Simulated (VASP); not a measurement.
Input of a VASP 6.6.1 run:

File INCAR:

```
SYSTEM = Sb
PREC = Accurate
ENCUT = 500
EDIFF = 1E-6
ISMEAR = -1
SIGMA = 0.05
LREAL = .False.
LASPH = .True.
NELM = 120
ALGO = Normal
ISIF = 2
LWAVE = .False.
LCHARG = .False.
GGA = PE
NBANDS = 8
GGA_COMPAT = .False.
```

KPOINTS

```
regular mesh
0
Gamma
  12 12 12
  0 0 0
```

POSCAR

```
Sb
1.0
    2.7623782465      0.0000000000      0.0000000000
    0.0000000000      2.7623782465      0.0000000000
    0.0000000000      0.0000000000      2.7623782465
Sb
1
Direct
    0.0000000000      0.0000000000      0.0000000000
```

Potentials or basis: VASP PAW PBE potentials, release 64 (Sb).

Run with:

```bash
$ cat potpaw_PBE.64/Sb/POTCAR > POTCAR
$ mpirun -np 1 vasp_std > vasp.out
```

What does it give for the pressure?

44.6 GPa.
